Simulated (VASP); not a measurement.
# Al12O in VASP: a series of runs

Al12O is run at these levels: PBE; tasks: single point.

Program: VASP 6.6.1. These are calculated values, not measurements. Logs are shortened: lines on timing, memory, paths and dates and some standing lists are left out, and cuts for length are marked.

### 1 The cell of the first run

The cell holds a slab with vacuum, 13 atoms: a = 5.714 Å, b = 5.714 Å, c = 21.175 Å, α = 90.00°, β = 90.00°, γ = 90.00°.

### 2 Single point, PBE, collinear spin, ferromagnetic start

File INCAR:

```
SYSTEM = Al12O
PREC = Accurate
ENCUT = 520
EDIFF = 1E-6
ISMEAR = 0
SIGMA = 0.1
LREAL = .False.
LASPH = .True.
NELM = 150
ALGO = Normal
ISIF = 2
LWAVE = .False.
LCHARG = .False.
ISPIN = 2
MAGMOM = 0 0 0 0 0 0 0 0 0 0 0 0 2
LORBIT = 11
LDIPOL = .True.
IDIPOL = 3
DIPOL = 0.5 0.5 0.308
GGA = PE
NBANDS = 37
```

File KPOINTS:

```
Automatic mesh
0
Gamma
  5 5 1
  0 0 0
```

File POSCAR:

```
Al12O
1.0
    5.7143028096      0.0000000000      0.0000000000
    0.0000000000      5.7143028096      0.0000000000
    0.0000000000      0.0000000000     21.1750228481
Al O
12 1
Direct
    0.2500000000      0.2500000000      0.1889018033
    0.2500000000      0.7500000000      0.1889018033
    0.7500000000      0.2500000000      0.1889018033
    0.7500000000      0.7500000000      0.1889018033
    0.0000000000      0.0000000000      0.2873686073
    0.0000000000      0.5000000000      0.2873686073
    0.5000000000      0.0000000000      0.2873686073
    0.5000000000      0.5000000000      0.2873686073
    0.2500000000      0.2500000000      0.3860691394
    0.2500000000      0.7500000000      0.3860691394
    0.7500000000      0.2500000000      0.3860691394
    0.7500000000      0.7500000000      0.3860691394
    0.5000000000      0.5000000000      0.5574975259
```

Potentials or basis: VASP PAW PBE potentials, release 64 (Al, O).

The run is started by

```console
cat potpaw_PBE.64/Al/POTCAR potpaw_PBE.64/O/POTCAR > POTCAR
mpirun -np 1 vasp_std > vasp.out
```

OUTCAR:

```text
SYSTEM = Al12O
   PREC = Accurate
   ENCUT = 520
   EDIFF = 1E-6
   ISMEAR = 0
   LREAL = .False.
   LASPH = .True.
   NELM = 150
   ISIF = 2
   ISPIN = 2
   LORBIT = 11
   GGA = PE

 ion  position               nearest neighbor table
   1  0.250  0.250  0.189-   2 2.86   3 2.86   2 2.86   3 2.86   7 2.90   8 2.90   5 2.90   6 2.90

   2  0.250  0.750  0.189-   1 2.86   4 2.86   1 2.86   4 2.86   7 2.90   8 2.90   5 2.90   6 2.90

   3  0.750  0.250  0.189-   1 2.86   4 2.86   4 2.86   1 2.86   7 2.90   8 2.90   5 2.90   6 2.90
[... 15 lines left out ...]
  11  0.750  0.250  0.386-   9 2.86  12 2.86  12 2.86   9 2.86   5 2.91   6 2.91   7 2.91   8 2.91

  12  0.750  0.750  0.386-  10 2.86  11 2.86  11 2.86  10 2.86   5 2.91   6 2.91   7 2.91   8 2.91

  13  0.500  0.500  0.557-

  LATTYP: Found a simple tetragonal cell.
 ALAT       =     5.7143028096
 C/A-ratio  =     3.7056179124

  Lattice vectors:

 A1 = (   5.7143028096,   0.0000000000,   0.0000000000)
 A2 = (   0.0000000000,   5.7143028096,   0.0000000000)
 A3 = (   0.0000000000,   0.0000000000,  21.1750228481)

Analysis of symmetry for initial positions (statically):
=====================================================================
 Subroutine PRICEL returns:
 Original cell was already a primitive cell.

 Routine SETGRP: Setting up the symmetry group for a
 simple tetragonal supercell.

 Subroutine GETGRP returns: Found  8 space group operations
 (whereof  8 operations were pure point group operations)
 out of a pool of 16 trial point group operations.

The static configuration has the point symmetry C_4v.

Analysis of symmetry for dynamics (positions and initial velocities):
=====================================================================
 Subroutine PRICEL returns:
 Original cell was already a primitive cell.

 Routine SETGRP: Setting up the symmetry group for a
 simple tetragonal supercell.

 Subroutine GETGRP returns: Found  8 space group operations
 (whereof  8 operations were pure point group operations)
 out of a pool of 16 trial point group operations.

The dynamic configuration has the point symmetry C_4v.

Analysis of structural, dynamic, and magnetic symmetry:
=====================================================================
 Subroutine PRICEL returns:
 Original cell was already a primitive cell.

 Routine SETGRP: Setting up the symmetry group for a
 simple tetragonal supercell.

 Subroutine GETGRP returns: Found  8 space group operations
 (whereof  8 operations were pure point group operations)
 out of a pool of 16 trial point group operations.

The overall configuration has the point symmetry C_4v.

 Subroutine INISYM returns: Found  8 space group operations
 (whereof  8 operations are pure point group operations),
 and found     1 'primitive' translations

----------------------------------------------------------------------------------------

                                     Primitive cell

  volume of cell :     691.4335

  direct lattice vectors                    reciprocal lattice vectors
     5.714302810  0.000000000  0.000000000     0.174999476  0.000000000  0.000000000
     0.000000000  5.714302810  0.000000000     0.000000000  0.174999476  0.000000000
     0.000000000  0.000000000 21.175022848     0.000000000  0.000000000  0.047225451

  length of vectors
     5.714302810  5.714302810 21.175022848     0.174999476  0.174999476  0.047225451

  position of ions in fractional coordinates (direct lattice)
     0.250000000  0.250000000  0.188901803
     0.250000000  0.750000000  0.188901803
     0.750000000  0.250000000  0.188901803
     0.750000000  0.750000000  0.188901803
     0.000000000  0.000000000  0.287368607
     0.000000000  0.500000000  0.287368607
     0.500000000  0.000000000  0.287368607
     0.500000000  0.500000000  0.287368607
     0.250000000  0.250000000  0.386069139
     0.250000000  0.750000000  0.386069139
     0.750000000  0.250000000  0.386069139
     0.750000000  0.750000000  0.386069139
     0.500000000  0.500000000  0.557497526

  ion indices of the primitive-cell ions
   primitive index   ion index
                 1           1
                 2           2
                 3           3
                 4           4
                 5           5
                 6           6
                 7           7
                 8           8
                 9           9
[... 32 lines left out ...]
            Coordinates               Weight
  0.000000  0.000000  0.000000      1.000000
  0.200000  0.000000  0.000000      4.000000
  0.400000  0.000000  0.000000      4.000000
  0.200000  0.200000  0.000000      4.000000
  0.400000  0.200000  0.000000      8.000000
  0.400000  0.400000  0.000000      4.000000
   k-points           NKPTS =      6   k-points in BZ     NKDIM =      6   number of bands    NBANDS=     37
   number of dos      NEDOS =    301   number of ions     NIONS =     13
   total plane-waves  NPLWV = 282240
   dimension x,y,z NGX =    42 NGY =   42 NGZ =  160
   dimension x,y,z NGXF=    84 NGYF=   84 NGZF=  320
   ions per type =              12   1
   NGX,Y,Z   is equivalent  to a cutoff of  12.22, 12.22, 12.56 a.u.
   NGXF,Y,Z  is equivalent  to a cutoff of  24.44, 24.44, 25.12 a.u.
 SYSTEM =  Al12O
   PREC   = accura    normal or accurate (medium, high low for compatibility)
   ISTART =      0    job   : 0-new  1-cont  2-samecut
   ICHARG =      2    charge: 1-file 2-atom 10-const
   ISPIN  =      2    spin polarized calculation?
   LNONCOLLINEAR =      F non collinear calculations
   LSORBIT =      F    spin-orbit coupling
   LASPH  =      T    aspherical Exc in radial PAW
   ENCUT  =  520.0 eV  38.22 Ry    6.18 a.u.  10.62 10.62 39.37*2*pi/ulx,y,z
   NELM   =    150;   NELMIN=  2; NELMDL= -5     # of ELM steps
   EDIFF  = 0.1E-05   stopping-criterion for ELM
   LREAL  =      F    real-space projection
   EDIFFG = 0.1E-04   stopping-criterion for IOM
   NSW    =      0    number of steps for IOM
   IBRION =     -1    ionic relax: 0-MD 1-quasi-New 2-CG
   NFREE  =      0    steps in history (QN), initial steepest desc. (CG)
   ISIF   =      2    stress and relaxation
   ISYM   =      2    0-nonsym 1-usesym 2-fastsym
   POTIM  = 0.5000    time-step for ionic-motion
   TEBEG  =    0.0;   TEEND  =   0.0 temperature during run
   PSTRESS=    0.0 pullay stress
   NELECT =      42.0000    total number of electrons
   NUPDOWN=      -1.0000    fix difference up-down
   EMIN   =  10.00;   EMAX   =-10.00  energy-range for DOS
   EFERMI =   0.00;   METHOD = LEGACY
   ISMEAR =     0;   SIGMA  =   0.10  broadening in eV -4-tet -1-fermi 0-gaus
   EFERMI_NEDOS =   21; number of points for ismear=-14 and -15
   IALGO  =     38    algorithm
   IMIX   =      4    mixing-type and parameters
     AMIX     =   0.40;   BMIX     =  1.00
     AMIX_MAG =   1.60;   BMIX_MAG =  1.00
  volume/ion in A,a.u.               =      53.19       358.92
  Fermi-wavevector in a.u.,A,eV,Ry     =   0.643538  1.216111  5.634739  0.414142
  Thomas-Fermi vector in A             =   1.710571
   LORBIT       =     11    0 simple, 1 ext, 2 COOP (PROOUT), +10 PAW based schemes
   GGA     = PE    functional components
   LHFCALC =     F    Hartree Fock is set to
   AEXX    =    0.0000 exact exchange contribution
   IVDW    =     0    specifies the selected vdW correction
   LEPSILON=     F    determine dielectric tensor
   LRPA    =     F    only Hartree local field effects (RPA)
 spin polarized calculation
 Gauss-broadening in eV      SIGMA  =   0.10
  energy-cutoff  :      520.00
  volume of cell :      691.43
 maximum number of plane-waves:     18664
   NGX = 21   NGY = 21   NGZ = 79

 dipolmoment           0.000000      0.000000     -0.127258 electrons x Angstroem

 number of electron      41.9999997 magnetization       1.8553250

 dipolmoment           0.000000      0.000000      0.363072 electrons x Angstroem

 Free energy of the ion-electron system (eV)
  ---------------------------------------------------
  ext. energy  EPLUGINS =         0.00000000
  ---------------------------------------------------
  free energy    TOTEN  =       -43.46058473 eV

  energy without entropy =      -43.42153710  energy(sigma->0) =      -43.44106091

 E-fermi :  -1.3469     XC(G=0):  -4.1873

 val. band max:       -1.3975132658   @ k =   0.4000   0.0000   0.0000
 cond. band min:      -1.3090965383   @ k =   0.0000   0.0000   0.0000
 fundamental gap:      0.0884167275
 Fermi energy:        -1.3469057544

 spin component 1

 k-point     1 :       0.0000    0.0000    0.0000
  band No.  band energies     occupation
      1     -19.2748      1.00000
      2     -11.4095      1.00000
      3      -9.2978      1.00000
      4      -7.0174      1.00000
      5      -7.0174      1.00000
      6      -6.9082      1.00000
[... 205 lines left out ...]
     32       1.6944      0.00000
     33       1.7160      0.00000
 Fermi energy:        -1.3469057544

 spin component 2

 k-point     1 :       0.0000    0.0000    0.0000
  band No.  band energies     occupation
      1     -16.1821      1.00000
      2     -11.4053      1.00000
      3      -9.2926      1.00000
      4      -7.0135      1.00000
      5      -7.0135      1.00000
      6      -6.9030      1.00000
[... 205 lines left out ...]
     32       1.6994      0.00000
     33       1.7209      0.00000
 [bands above 33 left out]

------------------------ aborting loop because EDIFF is reached ----------------------------------------

 vacuum level on the upper side and lower side of the slab       (xc-potential included)         0.878        -0.983

  FORCE on cell =-STRESS in cart. coord.  units (eV):
  Direction    XX          YY          ZZ          XY          YZ          ZX
  --------------------------------------------------------------------------------------
  -------------------------------------------------------------------------------------
  Total       -7.5270113     -7.5270113     -1.2940154      0.0000000      0.0000000      0.0000000
  in kB      -17.4414570    -17.4414570     -2.9984696      0.0000000      0.0000000      0.0000000
  external PRESSURE =     -12.6271279 kB  Pullay stress =       0.0000000 kB

 VOLUME and BASIS-vectors are now :
 -----------------------------------------------------------------------------
  energy-cutoff  :      520.00
  volume of cell :      691.43
      direct lattice vectors                 reciprocal lattice vectors
     5.714302810  0.000000000  0.000000000     0.174999476  0.000000000  0.000000000
     0.000000000  5.714302810  0.000000000     0.000000000  0.174999476  0.000000000
     0.000000000  0.000000000 21.175022848     0.000000000  0.000000000  0.047225451

 POSITION                                       TOTAL-FORCE (eV/Angst)
 -----------------------------------------------------------------------------------
      1.42858      1.42858      4.00000         0.001756      0.001756      0.026616
      1.42858      4.28573      4.00000         0.001756     -0.001756      0.026616
      4.28573      1.42858      4.00000        -0.001756      0.001756      0.026616
      4.28573      4.28573      4.00000        -0.001756     -0.001756      0.026616
      0.00000      0.00000      6.08504         0.000000     -0.000000     -0.001942
      0.00000      2.85715      6.08504         0.000000     -0.000000     -0.002397
      2.85715      0.00000      6.08504         0.000000      0.000000     -0.002397
      2.85715      2.85715      6.08504         0.000000     -0.000000      0.005221
      1.42858      1.42858      8.17502         0.000159      0.000159      0.031007
      1.42858      4.28573      8.17502         0.000159     -0.000159      0.031007
      4.28573      1.42858      8.17502        -0.000159      0.000159      0.031007
      4.28573      4.28573      8.17502        -0.000159     -0.000159      0.031007
      2.85715      2.85715     11.80502         0.000000      0.000000     -0.228977
 -----------------------------------------------------------------------------------
    total drift:                                0.000000      0.000000      0.000720

  FREE ENERGIE OF THE ION-ELECTRON SYSTEM (eV)
  ---------------------------------------------------
  free  energy   TOTEN  =       -43.4605847299 eV

  energy  without entropy=      -43.4215370964  energy(sigma->0) =      -43.44106091

 vacuum level on the upper side and lower side of the slab         5.159         3.149

 total charge

# of ion       s       p       d       tot
------------------------------------------
    1        0.476   0.283   0.000   0.759
    2        0.476   0.283   0.000   0.759
    3        0.476   0.283   0.000   0.759
    4        0.476   0.283   0.000   0.759
    5        0.427   0.334   0.000   0.761
    6        0.427   0.334   0.000   0.762
    7        0.427   0.334   0.000   0.762
    8        0.427   0.334   0.000   0.761
    9        0.478   0.278   0.000   0.756
   10        0.478   0.278   0.000   0.756
   11        0.478   0.278   0.000   0.756
   12        0.478   0.278   0.000   0.756
   13        1.616   2.981   0.000   4.597
--------------------------------------------------
tot          7.144   6.561   0.000  13.705

 magnetization (x)

# of ion       s       p       d       tot
------------------------------------------
    1        0.000   0.001   0.000   0.001
    2        0.000   0.001   0.000   0.001
    3        0.000   0.001   0.000   0.001
    4        0.000   0.001   0.000   0.001
    5        0.000   0.002   0.000   0.002
    6        0.000   0.001   0.000   0.001
    7        0.000   0.001   0.000   0.001
    8        0.000   0.001   0.000   0.001
    9        0.001   0.001   0.000   0.002
   10        0.001   0.001   0.000   0.002
   11        0.001   0.001   0.000   0.002
   12        0.001   0.001   0.000   0.002
   13        0.015   1.363   0.000   1.379
--------------------------------------------------
tot          0.021   1.374   0.000   1.395
```

Wall time 11 min (1 thread of Intel Xeon Platinum 8488C (Sapphire Rapids), shared host); peak memory 0.92 GiB.

What came out:

* Free energy: -43.4606 eV
* Largest force: 0.229 eV/Å
* Net moment: 1.86 μB per cell
* Site moments: Al +0.00; O +1.38 μB
* Valence electrons inside the program's atomic spheres: Al 0.76; O 4.60

Forces on the atoms (eV/Å):
```
Al   0.002  0.002  0.027
Al   0.002 -0.002  0.027
Al  -0.002  0.002  0.027
Al  -0.002 -0.002  0.027
Al   0.000  0.000 -0.002
Al   0.000  0.000 -0.002
Al   0.000  0.000 -0.002
Al   0.000  0.000  0.005
Al   0.000  0.000  0.031
Al   0.000  0.000  0.031
Al   0.000  0.000  0.031
Al   0.000  0.000  0.031
O    0.000  0.000 -0.229
```

### 3 Single point, PBE, collinear spin, ferromagnetic start

File INCAR:

```
SYSTEM = Al12O
PREC     = Accurate       ! precision mode
ENCUT    = 520            ! plane-wave cutoff, eV
EDIFF    = 1E-7           ! SCF threshold, eV
ISMEAR   = 0              ! smearing method
SIGMA    = 0.1            ! smearing width, eV
LREAL    = .FALSE.        ! projectors in reciprocal space
LASPH    = .TRUE.         ! aspherical terms in the spheres
NELM     = 150            ! most SCF steps
ALGO     = Normal         ! electronic algorithm
ISIF     = 2              ! what is computed and relaxed
LWAVE    = .FALSE.        ! write WAVECAR
LCHARG   = .FALSE.        ! write CHGCAR
ISPIN    = 2              ! spin polarisation
MAGMOM   = 0 0 0 0 0 0 0 0 0 0 0 0 2 ! initial moments
LORBIT   = 11             ! projections on sites
LDIPOL   = .TRUE.       
IDIPOL   = 3            
DIPOL    = 0.5 0.5 0.298
GGA      = PE             ! functional
NBANDS   = 37             ! bands
```

File KPOINTS:

```
Automatic mesh
0
G
  5 5 1
  0 0 0
```

Changes to POSCAR since step 2:

```diff
@@ -20,2 +20,2 @@
     0.7500000000      0.7500000000      0.3860691394
-    0.5000000000      0.5000000000      0.5574975259
+    0.5000000000      0.5000000000      0.4271552816
```

Potentials or basis: VASP PAW PBE potentials, release 64 (Al, O).

The run is started by

```console
cat potpaw_PBE.64/Al/POTCAR potpaw_PBE.64/O/POTCAR > POTCAR
mpirun -np 1 vasp_std > vasp.out
```

Run time: 12 min. Hardware: 1 thread of Intel Xeon Platinum 8488C (Sapphire Rapids), shared host; peak memory 0.92 GiB.

Results (log left out):

```
Free energy                                           : -48.7765 eV
Largest force                                         : 1.025 eV/Å
Band gap on the k mesh                                : zero (filled and empty bands overlap)
Net moment                                            : 0.00 μB per cell
Valence electrons inside the program's atomic spheres : Al 0.76, 0.77, 0.72 (each value once); O 4.90
```

Forces in eV/Å, atoms in the order of the input:
```
Al  -0.003 -0.003  0.025
Al  -0.003  0.003  0.025
Al   0.003 -0.003  0.025
Al   0.003  0.003  0.025
Al   0.000  0.000 -0.306
Al   0.000  0.000  0.129
Al   0.000  0.000  0.129
Al   0.000  0.000 -0.287
Al   0.241  0.241  0.315
Al   0.241 -0.241  0.315
Al  -0.241  0.241  0.315
Al  -0.241 -0.241  0.315
O    0.000  0.000 -1.025
```

Levels at points of the mesh, in eV from the Fermi level:
Spin up:
```tsv
k point	band 17	band 18	band 19	band 20	band 21	band 22	band 23	band 24	band 25	band 26
(0.00, 0.00, 0.00)	-1.88	-1.59	-0.81	-0.50	-0.50	-0.33	-0.17	0.59	0.59	0.78
```
Spin down:
```tsv
k point	band 19	band 20	band 21	band 22	band 23	band 24
(0.00, 0.00, 0.00)	-0.81	-0.50	-0.50	-0.33	-0.17	0.59
```

The gap in the log of VASP goes by the Fermi energy; the results here count the filled bands.